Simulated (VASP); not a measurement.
# LiTc (Pm-3m) in VASP: a series of runs

Runs on LiTc. Level: PBEsol. Tasks: single point, relaxation of cell and atoms.

Everything below comes from runs of VASP 6.6.1. Logs are shortened: lines on timing, memory, paths and dates and some standing lists are left out, and cuts for length are marked.

## (1) The cell of the first run

The structure is cubic, space group Pm-3m (No. 221). Conventional cell: a = 2.881 Å, b = 2.881 Å, c = 2.881 Å, α = 90.00°, β = 90.00°, γ = 90.00°. Within 3.3 Å of Tc (site symmetry m-3m) lie 8 Li at 2.50 Å and 6 Tc at 2.88 Å. Within 3.3 Å of Li (site symmetry m-3m) lie 8 Tc at 2.50 Å and 6 Li at 2.88 Å.

## (2) Single point, PBEsol

The input, INCAR:

```
PREC = Accurate
ENCUT = 520
EDIFF = 1E-6
ISMEAR = 1
SIGMA = 0.1
LREAL = F
LASPH = T
NELM = 100
ALGO = Normal
ISIF = 2
LWAVE = F
LCHARG = F
GGA = PS
NBANDS = 15
```

The input, KPOINTS:

```
regular mesh
0
Gamma
  7 7 7
```

The input, POSCAR:

```
LiTc
1.0
    2.8813833692      0.0000000000      0.0000000000
    0.0000000000      2.8813833692      0.0000000000
    0.0000000000      0.0000000000      2.8813833692
Tc Li
1 1
Direct
    0.0000000000      0.0000000000      0.0000000000
    0.5000000000      0.5000000000      0.5000000000
```

Potentials or basis: VASP PAW PBE potentials, release 64 (Tc_pv, Li_sv).

On the command line:

```bash
$ cat potpaw_PBE.64/Tc_pv/POTCAR potpaw_PBE.64/Li_sv/POTCAR > POTCAR
$ mpirun -np 1 vasp_std > vasp.out
```

OUTCAR:

```text
PREC = Accurate
   ENCUT = 520
   EDIFF = 1E-6
   ISMEAR = 1
   LREAL = F
   LASPH = T
   NELM = 100
   ISIF = 2
   GGA = PS

 ion  position               nearest neighbor table
   1  0.000  0.000  0.000-   2 2.50   2 2.50   2 2.50   2 2.50   2 2.50   2 2.50   2 2.50   2 2.50

   2  0.500  0.500  0.500-   1 2.50   1 2.50   1 2.50   1 2.50   1 2.50   1 2.50   1 2.50   1 2.50

  LATTYP: Found a simple cubic cell.
 ALAT       =     2.8813833692

  Lattice vectors:

 A1 = (   2.8813833692,   0.0000000000,   0.0000000000)
 A2 = (   0.0000000000,   2.8813833692,   0.0000000000)
 A3 = (   0.0000000000,   0.0000000000,   2.8813833692)

Analysis of symmetry for initial positions (statically):
=====================================================================
 Subroutine PRICEL returns:
 Original cell was already a primitive cell.

 Routine SETGRP: Setting up the symmetry group for a
 simple cubic supercell.

 Subroutine GETGRP returns: Found 48 space group operations
[... 9 lines left out ...]

 Routine SETGRP: Setting up the symmetry group for a
 simple cubic supercell.

 Subroutine GETGRP returns: Found 48 space group operations
[... 11 lines left out ...]
                                     Primitive cell

  volume of cell :      23.9223

  direct lattice vectors                    reciprocal lattice vectors
     2.881383369  0.000000000  0.000000000     0.347055519  0.000000000  0.000000000
     0.000000000  2.881383369  0.000000000     0.000000000  0.347055519  0.000000000
     0.000000000  0.000000000  2.881383369     0.000000000  0.000000000  0.347055519

  length of vectors
     2.881383369  2.881383369  2.881383369     0.347055519  0.347055519  0.347055519

  position of ions in fractional coordinates (direct lattice)
     0.000000000  0.000000000  0.000000000
     0.500000000  0.500000000  0.500000000

  ion indices of the primitive-cell ions
   primitive index   ion index
                 1           1
                 2           2

----------------------------------------------------------------------------------------

 KPOINTS: regular mesh

Automatic generation of k-mesh.
 Grid dimensions read from file:
 generate k-points for:    7    7    7

 Generating k-lattice:

  Cartesian coordinates                     Fractional coordinates (reciprocal lattice)
     0.049579360  0.000000000  0.000000000     0.142857143  0.000000000  0.000000000
     0.000000000  0.049579360  0.000000000     0.000000000  0.142857143  0.000000000
     0.000000000  0.000000000  0.049579360     0.000000000  0.000000000  0.142857143

  Length of vectors
     0.049579360  0.049579360  0.049579360

  Shift w.r.t. Gamma in fractional coordinates (k-lattice)
     0.000000000  0.000000000  0.000000000

 Subroutine IBZKPT returns following result:
 ===========================================

 Found     20 irreducible k-points:

 Following reciprocal coordinates:
            Coordinates               Weight
  0.000000  0.000000  0.000000      1.000000
  0.142857  0.000000  0.000000      6.000000
  0.285714  0.000000  0.000000      6.000000
  0.428571  0.000000  0.000000      6.000000
  0.142857  0.142857  0.000000     12.000000
  0.285714  0.142857  0.000000     24.000000
[... 12 lines left out ...]
  0.428571  0.428571  0.285714     24.000000
  0.428571  0.428571  0.428571      8.000000
   k-points           NKPTS =     20   k-points in BZ     NKDIM =     20   number of bands    NBANDS=     15
   number of dos      NEDOS =    301   number of ions     NIONS =      2
   total plane-waves  NPLWV =  13824
   dimension x,y,z NGX =    24 NGY =   24 NGZ =   24
   dimension x,y,z NGXF=    48 NGYF=   48 NGZF=   48
   ions per type =               1   1
   NGX,Y,Z   is equivalent  to a cutoff of  13.85, 13.85, 13.85 a.u.
   NGXF,Y,Z  is equivalent  to a cutoff of  27.69, 27.69, 27.69 a.u.
 SYSTEM =  unknown system
   PREC   = accura    normal or accurate (medium, high low for compatibility)
   ISTART =      0    job   : 0-new  1-cont  2-samecut
   ICHARG =      2    charge: 1-file 2-atom 10-const
   ISPIN  =      1    spin polarized calculation?
   LNONCOLLINEAR =      F non collinear calculations
   LSORBIT =      F    spin-orbit coupling
   LASPH  =      T    aspherical Exc in radial PAW
   ENCUT  =  520.0 eV  38.22 Ry    6.18 a.u.   5.36  5.36  5.36*2*pi/ulx,y,z
   NELM   =    100;   NELMIN=  2; NELMDL= -5     # of ELM steps
   EDIFF  = 0.1E-05   stopping-criterion for ELM
   LREAL  =      F    real-space projection
   EDIFFG = 0.1E-04   stopping-criterion for IOM
   NSW    =      0    number of steps for IOM
   IBRION =     -1    ionic relax: 0-MD 1-quasi-New 2-CG
   NFREE  =      0    steps in history (QN), initial steepest desc. (CG)
   ISIF   =      2    stress and relaxation
   ISYM   =      2    0-nonsym 1-usesym 2-fastsym
   POTIM  = 0.5000    time-step for ionic-motion
   TEBEG  =    0.0;   TEEND  =   0.0 temperature during run
   PSTRESS=    0.0 pullay stress
   NELECT =      16.0000    total number of electrons
   NUPDOWN=      -1.0000    fix difference up-down
   EMIN   =  10.00;   EMAX   =-10.00  energy-range for DOS
   EFERMI =   0.00;   METHOD = LEGACY
   ISMEAR =     1;   SIGMA  =   0.10  broadening in eV -4-tet -1-fermi 0-gaus
   EFERMI_NEDOS =   21; number of points for ismear=-14 and -15
   IALGO  =     38    algorithm
   IMIX   =      4    mixing-type and parameters
     AMIX     =   0.40;   BMIX     =  1.00
     AMIX_MAG =   1.60;   BMIX_MAG =  1.00
  volume/ion in A,a.u.               =      11.96        80.72
  Fermi-wavevector in a.u.,A,eV,Ry     =   1.431684  2.705490 27.888114  2.049719
  Thomas-Fermi vector in A             =   2.551394
   LORBIT       =      0    0 simple, 1 ext, 2 COOP (PROOUT), +10 PAW based schemes
   GGA     = PS    functional components
   LHFCALC =     F    Hartree Fock is set to
   AEXX    =    0.0000 exact exchange contribution
   IVDW    =     0    specifies the selected vdW correction
   LEPSILON=     F    determine dielectric tensor
   LRPA    =     F    only Hartree local field effects (RPA)
 non-spin polarized calculation
 Methfessel and Paxton  Order N= 1 SIGMA  =   0.10
  energy-cutoff  :      520.00
  volume of cell :       23.92
 maximum number of plane-waves:       659
 NGX is ok and might be reduce to    24
   NGX = 11   NGY = 11   NGZ = 11

 number of electron      15.9999992 magnetization

 Free energy of the ion-electron system (eV)
  ---------------------------------------------------
  ext. energy  EPLUGINS =         0.00000000
  ---------------------------------------------------
  free energy    TOTEN  =       -11.46779246 eV

  energy without entropy =      -11.46736306  energy(sigma->0) =      -11.46764932

 E-fermi :   8.5239     XC(G=0): -12.1071

 val. band max:        8.4708394786   @ k =   0.2857   0.0000   0.0000
 cond. band min:       8.5340271662   @ k =   0.2857   0.2857   0.1429
 fundamental gap:      0.0631876876
 Fermi energy:         8.5238808837

 k-point     1 :       0.0000    0.0000    0.0000
  band No.  band energies     occupation
      1     -35.2324      2.00000
      2     -29.7801      2.00000
      3     -29.7801      2.00000
      4     -29.7801      2.00000
      5       2.7189      2.00000
      6       5.1992      2.00000
      7       5.1992      2.00000
      8       9.8817     -0.00000
      9       9.8817     -0.00000
     10       9.8817     -0.00000
     11      17.3796      0.00000
     12      17.3796      0.00000
     13      17.3796      0.00000
     14      25.2886      0.00000
     15      25.2886      0.00000

 k-point     2 :       0.1429    0.0000    0.0000
  band No.  band energies     occupation
      1     -35.2333      2.00000
      2     -29.8547      2.00000
      3     -29.7732      2.00000
      4     -29.7732      2.00000
      5       3.0408      2.00000
      6       5.3106      2.00000
      7       5.5286      2.00000
      8       9.3772     -0.00000
      9       9.3772     -0.00000
     10       9.9191     -0.00000
     11      16.3472      0.00000
     12      18.2495      0.00000
     13      18.2495      0.00000
     14      23.8674      0.00000
     15      26.4675      0.00000

 k-point     3 :       0.2857    0.0000    0.0000
  band No.  band energies     occupation
      1     -35.2345      2.00000
      2     -30.0189      2.00000
      3     -29.7573      2.00000
      4     -29.7573      2.00000
      5       3.6032      2.00000
      6       5.5761      2.00000
      7       6.6640      2.00000
      8       8.4708      1.77269
      9       8.4708      1.77269
     10      10.0048     -0.00000
     11      14.4996      0.00000
     12      20.2816      0.00000
     13      20.2816      0.00000
     14      21.7618      0.00000
     15      27.3819      0.00000

 k-point     4 :       0.4286    0.0000    0.0000
  band No.  band energies     occupation
      1     -35.2357      2.00000
      2     -30.1475      2.00000
      3     -29.7446      2.00000
      4     -29.7446      2.00000
      5       3.9117      2.00000
      6       5.8066      2.00000
      7       7.8787      2.00000
      8       7.8787      2.00000
      9       8.1965      2.00004
     10      10.0749     -0.00000
     11      12.9535      0.00000
     12      20.4760      0.00000
     13      22.8477      0.00000
     14      22.8477      0.00000
     15      25.7908      0.00000
[... 235 lines left out ...]
 k-point    18 :       0.4286    0.2857    0.2857
  band No.  band energies     occupation
      1     -35.2004      2.00000
      2     -30.1135      2.00000
      3     -29.9716      2.00000
      4     -29.9643      2.00000
      5       5.5030      2.00000
      6       5.7834      2.00000
      7       6.0466      2.00000
      8       8.2716      2.00209
      9       8.9040     -0.00000
     10      11.3134      0.00000
     11      14.4374      0.00000
     12      19.2220      0.00000
     13      21.3800      0.00000
     14      21.6845      0.00000
     15      21.7126      0.00000

 k-point    19 :       0.4286    0.4286    0.2857
  band No.  band energies     occupation
      1     -35.1922      2.00000
      2     -30.1009      2.00000
      3     -30.1006      2.00000
      4     -29.9530      2.00000
      5       4.9505      2.00000
      6       5.6014      2.00000
      7       5.6634      2.00000
      8       8.6434     -0.07063
      9      10.6119      0.00000
     10      12.4926      0.00000
     11      14.5078      0.00000
     12      17.9517      0.00000
     13      20.3828      0.00000
     14      21.1725      0.00000
     15      22.6392      0.00000

 k-point    20 :       0.4286    0.4286    0.4286
  band No.  band energies     occupation
      1     -35.1857      2.00000
      2     -30.0858      2.00000
      3     -30.0836      2.00000
      4     -30.0836      2.00000
      5       4.8738      2.00000
      6       4.9167      2.00000
      7       4.9167      2.00000
      8      10.7630      0.00000
      9      10.7630      0.00000
     10      14.1252      0.00000
     11      16.4497      0.00000
     12      16.4497      0.00000
     13      20.6237      0.00000
     14      20.7105      0.00000
     15      20.7105      0.00000

------------------------ aborting loop because EDIFF is reached ----------------------------------------

  FORCE on cell =-STRESS in cart. coord.  units (eV):
  Direction    XX          YY          ZZ          XY          YZ          ZX
  --------------------------------------------------------------------------------------
  -------------------------------------------------------------------------------------
  Total       -0.0063678     -0.0063678     -0.0063678      0.0000000      0.0000000      0.0000000
  in kB       -0.4264794     -0.4264794     -0.4264794      0.0000000      0.0000000      0.0000000
  external PRESSURE =      -0.4264794 kB  Pullay stress =       0.0000000 kB

 VOLUME and BASIS-vectors are now :
 -----------------------------------------------------------------------------
  energy-cutoff  :      520.00
  volume of cell :       23.92
      direct lattice vectors                 reciprocal lattice vectors
     2.881383369  0.000000000  0.000000000     0.347055519  0.000000000  0.000000000
     0.000000000  2.881383369  0.000000000     0.000000000  0.347055519  0.000000000
     0.000000000  0.000000000  2.881383369     0.000000000  0.000000000  0.347055519

 POSITION                                       TOTAL-FORCE (eV/Angst)
 -----------------------------------------------------------------------------------
      0.00000      0.00000      0.00000         0.000000      0.000000      0.000000
      1.44069      1.44069      1.44069         0.000000      0.000000      0.000000
 -----------------------------------------------------------------------------------
    total drift:                                0.000000      0.000000     -0.000000

  FREE ENERGIE OF THE ION-ELECTRON SYSTEM (eV)
  ---------------------------------------------------
  free  energy   TOTEN  =       -11.4677924554 eV

  energy  without entropy=      -11.4673630582  energy(sigma->0) =      -11.46764932
```

Wall time 10 s (1 thread of AMD EPYC 7R13 (Zen 3), shared host); peak memory 0.11 GiB.

What came out:

| Item | Value |
| --- | --- |
| Free energy | -11.4678 eV |
| Band gap on the k mesh | zero (band 8 reaches 10.76 eV, above the bottom of band 9 at 8.20 eV) |

Caveat: the cutoff is under 1.25 times the usual one of these potentials, so pressure, stress and relaxed cells hold a basis-set (Pulay) error; the PAW data sets were made with another functional, which shifts forces and pressure a little.

## (3) Relaxation of cell and atoms, PBEsol

This run uses another cell than the first one, of 17.72 Å³/atom, 1.482 times its volume.

The input, INCAR:

```
SYSTEM = LiTc
PREC     = Accurate       ! precision mode
ENCUT    = 600            ! plane-wave cutoff, eV
EDIFF    = 1E-6           ! SCF threshold, eV
ISMEAR   = 1              ! smearing method
SIGMA    = 0.1            ! smearing width, eV
LREAL    = .False.        ! projectors in reciprocal space
LASPH    = .True.         ! aspherical terms in the spheres
NELM     = 100            ! most SCF steps
ALGO     = Normal         ! electronic algorithm
ISIF     = 3              ! what is computed and relaxed
LWAVE    = .False.        ! write WAVECAR
LCHARG   = .False.        ! write CHGCAR
GGA      = PS             ! functional
IBRION   = 2              ! ionic algorithm
NSW      = 80             ! ionic steps
EDIFFG   = -0.03          ! ionic threshold
```

The input, KPOINTS:

```
regular mesh
0
Gamma
  7 7 7
  0 0 0
```

The input, POSCAR:

```
LiTc
1.0
    3.2850000000      0.0000000000      0.0000000000
    0.0000000000      3.2850000000      0.0000000000
    0.0000000000      0.0000000000      3.2850000000
Tc Li
1 1
Direct
    0.0000000000      0.0000000000      0.0000000000
    0.5000000000      0.5000000000      0.5000000000
```

Potentials or basis: VASP PAW PBE potentials, release 64 (Tc_pv, Li_sv).

On the command line:

```bash
$ cat potpaw_PBE.64/Tc_pv/POTCAR potpaw_PBE.64/Li_sv/POTCAR > POTCAR
$ mpirun -np 1 vasp_std > vasp.out
```

Wall time 24 s (1 thread of AMD EPYC 7R13 (Zen 3), shared host); peak memory 0.14 GiB.

It converged, with:

```yaml
Free_energy: -11.4877 eV
Relaxed_volume: 11.97 Å³/atom
Relaxed_cell: a = 2.882 Å, b = 2.882 Å, c = 2.882 Å, α = 90.00°, β = 90.00°, γ = 90.00°
Space_group_after_relaxing_to_0.05_Å: Pm-3m (No. 221)
Energy_gained_by_relaxing: 565.5 meV/atom
Ionic_steps: 3
Pressure_after_relaxing: -0.2 GPa
Band_gap_on_the_k_mesh: zero (band 8 reaches 10.75 eV, above the bottom of band 9 at 8.17 eV)
```

Step by step:
| step | energy change (eV) | largest force (eV/Å) | pressure (GPa) | volume (Å³) |
| --- | --- | --- | --- | --- |
| 1 | 0.0000 | 0.0000 | -21.82 | 35.45 |
| 2 | -1.1263 | 0.0000 | -2.85 | 24.45 |
| 3 | -1.1311 | 0.0000 | -0.18 | 23.94 |

Final structure:
```cif
data_structure
_symmetry_space_group_name_H-M 'P 1'
_symmetry_Int_Tables_number 1
_cell_length_a 2.8819
_cell_length_b 2.8819
_cell_length_c 2.8819
_cell_angle_alpha 90.000
_cell_angle_beta 90.000
_cell_angle_gamma 90.000
_cell_volume 23.94
loop_
_atom_site_label
_atom_site_type_symbol
_atom_site_fract_x
_atom_site_fract_y
_atom_site_fract_z
_atom_site_occupancy
Tc1 Tc 0.00000 0.00000 0.00000 1
Li1 Li 0.50000 0.50000 0.50000 1
```

Levels at points of the mesh, in eV from the Fermi level:
| k point | band 6 | band 7 | band 8 | band 9 | band 10 | band 11 |
| --- | --- | --- | --- | --- | --- | --- |
| (0.00, 0.00, 0.00) | -3.32 | -3.32 | 1.36 | 1.36 | 1.36 | 8.85 |

Caveat: the cutoff is under 1.25 times the usual one of these potentials, so pressure, stress and relaxed cells hold a basis-set (Pulay) error; the volume moved by over 15 % at a fixed basis, so the end points are rough; the PAW data sets were made with another functional, which shifts forces and pressure a little.
